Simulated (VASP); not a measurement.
The system is TaC.

```xyz
2
Lattice="0.0000 2.2270 2.2270 2.2270 0.0000 2.2270 2.2270 2.2270 0.0000" Properties=species:S:1:pos:R:3 pbc="T T T"
Ta    0.0000    0.0000    0.0000
C     2.2270    2.2270    2.2270
```

Base run:

| Property | Result |
| --- | --- |
| Program | VASP 6.6.1 |
| Functional | r2SCAN |
| Potentials or basis | VASP PAW PBE potentials, release 64 (Ta_pv, C) |
| Cutoff | 660 eV |
| k mesh | 16 × 16 × 16 |
| Occupations | fermi-dirac, width 0.05 eV |
| Spin | no spin polarisation |

Its results: pressure 3.0 GPa.

The run is repeated on the same cell with these changes: functional from r2SCAN to PBE; cutoff from 660 eV to 600 eV. What comes out?

Pressure 5.4 GPa.

Caveats: the PAW data sets were made with another functional, which shifts forces and pressure a little (some runs).
